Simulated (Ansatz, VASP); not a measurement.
# One calculation of TaAs, two programs

```
Ta As
1.0
    -1.70298    1.70298    5.75407
     1.70298   -1.70298    5.75407
     1.70298    1.70298   -5.75407
Ta As
2 2
Cartesian
  1.7030 0.0000 5.7577
  0.0000 0.0000 8.6347
  1.7030 0.0000 0.9469
  0.0000 0.0000 3.8240
```

Alike in both runs: functional LDA; k mesh 18 × 18 × 18; occupations fermi-dirac, width 0.15 eV; no spin polarisation.

Ansatz relaxed the structure, and its values are those at the end. VASP's run is a single point on that final structure, the one shown.

```csv
,VASP,Ansatz
version,VASP 6.6.1,Ansatz 0.2.0
potentials or method,"VASP PAW LDA potentials, release 64 (Ta_pv, As), cutoff 520 eV","scalar-relativistic, plane waves, PAW"
valence electrons in the cell,32,56
```

Ansatz gave:

* gap on the k mesh at the Fermi level (eV): none
* pressure (GPa): 0.0
* rms of the force components (eV/Å): 0.000

**Question.** Estimate VASP's values.

**Answer.** gap on the k mesh at the Fermi level (eV): none; pressure (GPa): 1.2; rms of the force components (eV/Å): 0.003.

LDA's correlation is that of Perdew and Zunger in VASP and of Perdew and Wang (1992) in Ansatz. A gap of «none» marks a metal or a gap that the smearing closes. VASP's potentials hold 32 valence electrons a cell and Ansatz's 56, so a difference there can come from the potentials and not from the codes.

Spin-orbit coupling is off throughout.
